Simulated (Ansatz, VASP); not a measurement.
**RbBr in VASP and in Ansatz**

POSCAR

```
RbBr
1.0
    0.0000000000      3.5293504642      3.5293504642
    3.5293504642      0.0000000000      3.5293504642
    3.5293504642      3.5293504642      0.0000000000
Rb Br
1 1
Direct
    0.0000000000      0.0000000000      0.0000000000
    0.5000000000      0.5000000000      0.5000000000
```

File INCAR.step1:

```
SYSTEM = RbBr
ALGO = Normal
EDIFF = 1E-5
ENCUT = 520
GGA = PE
ISIF = 2
ISMEAR = 0
LASPH = .True.
LCHARG = .False.
LREAL = .False.
LWAVE = .True.
NBANDS = 15
NELM = 100
PREC = Accurate
SIGMA = 0.01
```

The input INCAR.step2:

```
SYSTEM = RbBr
ALGO = Normal
EDIFF = 1E-7
ENCUT = 520
GGA = PE
HFSCREEN = 0.2079
ISIF = 2
ISMEAR = 0
ISTART = 1
LASPH = .True.
LCHARG = .False.
LHFCALC = .True.
LREAL = .False.
LWAVE = .False.
NBANDS = 15
NELM = 100
PREC = Accurate
PRECFOCK = Normal
SIGMA = 0.01
```

File KPOINTS:

```
k-points
0
Gamma
  4 4 4
  0 0 0
```

Input for Ansatz:

```yaml
crystal:
  lattice:
    - [0.0, 3.5293504642, 3.5293504642]
    - [3.5293504642, 0.0, 3.5293504642]
    - [3.5293504642, 3.5293504642, 0.0]
  atoms:
    - { symbol: Rb, position: [0.0, 0.0, 0.0] }
    - { symbol: Br, position: [0.5, 0.5, 0.5] }
kpoints:
  mp_grid: { grid: [4, 4, 4] }
  band_path:
    path:
      - [0.0, 0.0, 0.0]
      - [0.5, 0.0, 0.5]
      - [0.625, 0.25, 0.625]
      - [0.375, 0.375, 0.75]
      - [0.5, 0.5, 0.5]
      - [0.5, 0.25, 0.75]
    npoints: 1
hamiltonian:
  xc: hse06
scf:
  occupations: { method: fixed }
  n_extra_bands: 4
output:
  forces: true
  stress: true
  eigenvalues: true
```

Change from the starting cell: hydrostatic strain +2.0%.

Alike in both runs: task single point; functional HSE06; k mesh 4 × 4 × 4; no spin polarisation.

|  | VASP | Ansatz |
| --- | --- | --- |
| version | VASP 6.6.1 | Ansatz 0.2.0 |
| potentials or method | VASP PAW PBE potentials, release 64 (Rb_sv, Br) | plane waves, PAW |
| plane-wave cutoff (eV) | 520 | 420 |
| occupations | gaussian, width 0.01 eV | fixed |
| valence electrons in the cell | 16 | 16 |

```csv
,VASP,Ansatz,Ansatz less VASP
gap on the k mesh at the Fermi level (eV),5.29,5.29,0.000
pressure (GPa),-0.4,-0.4,0.00
```

Ansatz's warnings: stress exchange threshold loose, stress scf threshold loose.
